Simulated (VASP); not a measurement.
**AlB3P4: relaxation of cell and atoms with PBE**

Crystal: AlB3P4.

```
Al B P
1.0
     3.33021    0.00000    0.00000
    -1.66511    2.88405    0.00000
     0.00000    0.00000   11.41191
Al B P
1 3 4
Cartesian
  1.6651 0.9613 8.6215
  1.6651 0.9613 2.8730
  0.0000 1.9227 0.2300
  0.0000 1.9227 5.5017
  1.6651 0.9613 4.8659
  1.6651 0.9613 11.0027
  0.0000 1.9227 2.2258
  0.0000 1.9227 7.4741
```

* Program: VASP 6.6.1
* Task: relaxation of cell and atoms
* Functional: PBE
* Potentials or basis: VASP PAW PBE potentials, release 64 (Al, B, P)
* Cutoff: 600 eV
* k mesh: 12 × 12 × 4
* Occupations: gaussian, width 0.1 eV
* Spin: no spin polarisation
* Dipole correction: no
* Further INCAR settings: ALGO = Normal; EDIFF = 1e-07; IBRION = 2; EDIFFG = -0.01; NSW = 100; ISIF = 3

```
Relaxed volume                        : 13.74 Å³/atom
Relaxed cell                          : a = 3.336 Å, b = 3.336 Å, c = 11.401 Å, α = 90.00°, β = 90.00°, γ = 120.00°
Space group after relaxing (to 0.1 Å) : P3m1 (No. 156)
Energy gained by relaxing             : 0.3 meV/atom
Ionic steps                           : 9
Pressure after relaxing               : 0.0 GPa
Largest force after relaxing          : 0.008 eV/Å
Band gap on the k mesh                : zero (bands 16 and 17 overlap by 0.11 eV)
```

Forces on the atoms (eV/Å):
```
Al   0.000  0.000  0.005
B    0.000  0.000 -0.008
B    0.000  0.000 -0.002
B    0.000  0.000  0.002
P    0.000  0.000  0.002
P    0.000  0.000  0.000
P    0.000  0.000  0.004
P    0.000  0.000 -0.003
```

The path:
```
step  energy change (eV)  largest force (eV/Å)  pressure (GPa)  volume (Å³)
   1              0.0000                0.2014            0.07       109.61
   2             -0.0017                0.0666            0.17       109.70
   3             -0.0017                0.0586            0.16       109.69
   4             -0.0022                0.0297           -0.05       109.93
   5             -0.0022                0.0279           -0.04       109.92
   6             -0.0023                0.0136           -0.01       109.90
   7             -0.0024                0.0149            0.00       109.89
   8             -0.0024                0.0151            0.01       109.88
   9             -0.0024                0.0076            0.01       109.89
```

Final structure:
```
Al B P
1.0
     3.33611    0.00000    0.00000
    -1.66805    2.88915    0.00000
     0.00000    0.00000   11.40096
Al B P
1 3 4
Direct
  0.66667 0.33333 0.75436
  0.66667 0.33333 0.25186
  0.33333 0.66667 0.01988
  0.33333 0.66667 0.48247
  0.66667 0.33333 0.42683
  0.66667 0.33333 0.96371
  0.33333 0.66667 0.19518
  0.33333 0.66667 0.65571
```

Levels at points of the mesh, in eV from the Fermi level:
```tsv
k point	band 13	band 14	band 15	band 16	band 17	band 18	band 19	band 20
(0.00, 0.00, 0.00)	-1.78	-1.67	0.07	0.07	1.12	1.36	1.65	1.65
(0.50, 0.00, 0.00)	-4.37	-3.76	-3.63	-1.67	0.05	0.42	0.92	1.32
(0.00, 0.00, 0.50)	-1.74	-1.74	0.02	0.02	1.17	1.61	1.72	1.72
(0.50, 0.00, 0.50)	-4.18	-3.84	-3.57	-1.72	0.11	0.38	0.74	1.67
```

Run time: 6.4 min on 1 thread of Intel(R) Xeon(R) 6975P-C (Granite Rapids), with other jobs on the host, peak memory 0.38 GiB.

Caveat: semilocal functionals underestimate gaps, and a narrow one can read as zero.
